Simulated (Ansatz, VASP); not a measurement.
Two plane-wave programs on KBe2Br

```
K Be Br
1.0
     2.18663   -6.64468    0.00000
     2.18663    6.64468    0.00000
     0.00000    0.00000    4.58883
K Be Br
1 2 1
Direct
  0.00000 0.00000 0.00000
  0.00000 0.50000 0.00000
  0.50000 0.00000 0.00000
  0.50000 0.50000 0.50000
```

Alike in both runs: functional PBE; k mesh 12 × 12 × 10; occupations gaussian, width 0.1 eV; no spin polarisation.

Ansatz relaxed the structure, and its values are those at the end. VASP's run is a single point on that final structure, the one shown.

|  | VASP | Ansatz |
| --- | --- | --- |
| version | VASP 6.6.1 | Ansatz 0.2.0 |
| potentials or method | VASP PAW PBE potentials, release 64 (K_sv, Be, Br), cutoff 520 eV | scalar-relativistic, plane waves, PAW |
| valence electrons in the cell | 20 | 20 |

|  | VASP | Ansatz | Ansatz less VASP |
| --- | --- | --- | --- |
| gap on the k mesh at the Fermi level (eV) | none | none | - |
| pressure (GPa) | 0.0 | 0.0 | -0.03 |

A gap of «none» marks a metal or a gap that the smearing closes. The functional is the same, so the differences come from potentials, cutoffs and numerics.
